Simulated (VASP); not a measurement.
Se:

```xyz
3
Lattice="4.3662 0.0000 0.0000 -2.1831 3.7812 0.0000 0.0000 0.0000 4.9536" Properties=species:S:1:pos:R:3 pbc="T T T"
Se    0.9841    0.0000    1.6512
Se   -0.4921    0.8523    3.3024
Se    1.6910    2.9289    0.0000
```

```yaml
Program: VASP 6.6.1
Task: relaxation of cell and atoms
Functional: PBEsol
Potentials_or_basis: VASP PAW PBE potentials, release 64 (Se)
Cutoff: 600 eV
k_mesh: 6 × 6 × 5
Occupations: methfessel-paxton, width 0.05 eV
Spin: no spin polarisation
```

At the start: pressure 0.4 GPa; volume 27.26 Å³/atom.

Problem. Where does the relaxation end?

Solution. Over 13 steps the energy falls by 24.3 meV/atom and the volume is 24.15 Å³/atom (-11.4 %); space group P3_121 (No. 152, to 0.05 Å).

The path:
| step | energy change (eV) | largest force (eV/Å) | pressure (GPa) | volume (Å³) |
| --- | --- | --- | --- | --- |
| 1 | 0.0000 | 0.3310 | 0.36 | 81.78 |
| 2 | -0.0096 | 0.0112 | -1.32 | 82.51 |
| 3 | -0.0099 | 0.0381 | -1.07 | 82.40 |
| 4 | -0.0234 | 0.0443 | -0.97 | 80.96 |
| 5 | -0.0562 | 0.0810 | -0.36 | 76.70 |
| 6 | -0.0480 | 0.1911 | 2.73 | 68.44 |
| 7 | -0.0681 | 0.1476 | 0.64 | 73.37 |
| 8 | -0.0685 | 0.1585 | 0.97 | 72.38 |
| 9 | -0.0724 | 0.0121 | 0.04 | 71.93 |
| 10 | -0.0726 | 0.0133 | 0.19 | 72.00 |
| 11 | -0.0726 | 0.0106 | 0.17 | 71.99 |
| 12 | -0.0727 | 0.0049 | 0.07 | 72.23 |
| 13 | -0.0728 | 0.0005 | -0.02 | 72.46 |

Final structure:
```cif
data_structure
_symmetry_space_group_name_H-M 'P 1'
_symmetry_Int_Tables_number 1
_cell_length_a 4.0396
_cell_length_b 4.0396
_cell_length_c 5.1274
_cell_angle_alpha 90.000
_cell_angle_beta 90.000
_cell_angle_gamma 120.000
_cell_volume 72.46
loop_
_atom_site_label
_atom_site_type_symbol
_atom_site_fract_x
_atom_site_fract_y
_atom_site_fract_z
_atom_site_occupancy
Se1 Se 0.24911 0.00000 0.33333 1
Se2 Se 0.00000 0.24911 0.66667 1
Se3 Se 0.75089 0.75089 0.00000 1
```

Caveat: the PAW data sets were made with another functional, which shifts forces and pressure a little; the volume moved by -11 % from the deposited cell, more than functionals usually miss.
